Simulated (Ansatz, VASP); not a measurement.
Ge5Pd: VASP beside Ansatz

File INCAR:

```
SYSTEM = Ge5Pd
PREC = Accurate
ENCUT = 500
EDIFF = 1E-7
ISMEAR = 0
SIGMA = 0.1
LREAL = .False.
LASPH = .True.
NELM = 120
ALGO = Normal
ISIF = 3
LWAVE = .False.
LCHARG = .False.
GGA = PE
IBRION = 2
NSW = 100
EDIFFG = -0.01
GGA_COMPAT = .False.
NELMIN = 4
```

KPOINTS

```
Automatic mesh
0
Gamma
  8 8 8
  0 0 0
```

POSCAR

```
Ge5Pd
1.0
    0.0000000000      4.6086457885      4.6086457885
    4.6086457885      0.0000000000      4.6086457885
    4.6086457885      4.6086457885      0.0000000000
Ge Pd
5 1
Direct
    0.5000000000      0.5000000000      0.5000000000
    0.3490946535      0.9527160394      0.3490946535
    0.3490946535      0.3490946535      0.3490946535
    0.9527160394      0.3490946535      0.3490946535
    0.3490946535      0.3490946535      0.9527160394
    0.0000000000      0.0000000000      0.0000000000
```

Input for Ansatz:

```yaml
crystal:
  lattice:
    - [0.0, 4.6086457885, 4.6086457885]
    - [4.6086457885, 0.0, 4.6086457885]
    - [4.6086457885, 4.6086457885, 0.0]
  atoms:
    - { symbol: Ge, position: [0.5, 0.5, 0.5] }
    - { symbol: Ge, position: [0.3490946535, 0.9527160394, 0.3490946535] }
    - { symbol: Ge, position: [0.3490946535, 0.3490946535, 0.3490946535] }
    - { symbol: Ge, position: [0.9527160394, 0.3490946535, 0.3490946535] }
    - { symbol: Ge, position: [0.3490946535, 0.3490946535, 0.9527160394] }
    - { symbol: Pd, position: [0.0, 0.0, 0.0] }
basis:
  ecutwfc: 420
kpoints:
  mp_grid: { grid: [8, 8, 8] }
hamiltonian:
  xc: pbe
scf:
  occupations: { method: gaussian, width: 0.1 }
output:
  forces: true
  stress: true
  eigenvalues: true
relax:
  adjacent_minimum: "off"
  f_tol: 0.01
  max_steps: 80
  cell: { stress_tol: 0.05 }
```

Alike in both runs: task relaxation of cell and atoms; functional PBE; k mesh 8 × 8 × 8; occupations gaussian, width 0.1 eV; no spin polarisation.

|  | VASP | Ansatz |
| --- | --- | --- |
| version | VASP 6.6.1 | Ansatz 0.2.0 |
| potentials or method | VASP PAW PBE potentials, release 64 (Ge_d, Pd), cutoff 500 eV | scalar-relativistic, plane waves, PAW |
| valence electrons in the cell | 80 | 88 |

VASP gave:

| Quantity | Value |
| --- | --- |
| gap on the k mesh at the Fermi level, each at its own relaxed structure (eV) | none |
| relaxed volume (Å³/atom) | 32.25 |
| relaxed length of the cell vector where the two differ most in proportion (Å) | 6.492 |

Task: Which values does Ansatz return?

Result: gap on the k mesh at the Fermi level, each at its own relaxed structure (eV): none; relaxed volume (Å³/atom): 32.30; relaxed length of the cell vector where the two differ most in proportion (Å): 6.496.

A gap of «none» marks a metal or a gap that the smearing closes. VASP's potentials hold 80 valence electrons a cell and Ansatz's 88, so a difference there can come from the potentials and not from the codes.
